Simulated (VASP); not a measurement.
# BP: vibrations by perturbation theory with LDA

BP:

```
B P
1.0
     0.00000    2.24949    2.24949
     2.24949    0.00000    2.24949
     2.24949    2.24949    0.00000
B P
1 1
Direct
  0.00000 0.00000 0.00000
  0.75000 0.75000 0.75000
```

```
Program                : VASP 6.6.1
Task                   : vibrations by perturbation theory
Functional             : LDA
Potentials or basis    : VASP PAW LDA potentials, release 64 (B, P)
Cutoff                 : 520 eV
k mesh                 : 10 × 10 × 10
Occupations            : gaussian, width 0.01 eV
Spin                   : no spin polarisation
Dipole correction      : no
Further INCAR settings : ALGO = Normal; EDIFF = 1e-08; IBRION = 8; NSW = 1
```

```
Electronic dielectric tensor (diagonal)                 : 9.28
Born charges (mean of the diagonal)                     : B -0.60; P +0.60 e
Highest phonon frequency at Γ, LO-TO splitting left out : 814 cm⁻¹
```

Phonon frequencies in cm⁻¹ (negative: imaginary):
| q point | frequencies |
| --- | --- |
| (0.000, 0.000, 0.000) | 0 0 0 814 814 814 |

Electronic dielectric tensor:
```
9.28 0.00 0.00
0.00 9.28 0.00
0.00 0.00 9.28
```

Born effective charge tensors (e):
atom 1, B
```
-0.60  0.00  0.00
 0.00 -0.60  0.00
 0.00  0.00 -0.60
```
atom 2, P
```
0.60 0.00 0.00
0.00 0.60 0.00
0.00 0.00 0.60
```

It took 4.3 min on 1 thread of AMD EPYC 7R43 64-Core Processor (Zen 3), on a shared host, peak memory 0.16 GiB.

Caveat: the cell wasn't relaxed at this level first, which shifts response properties.
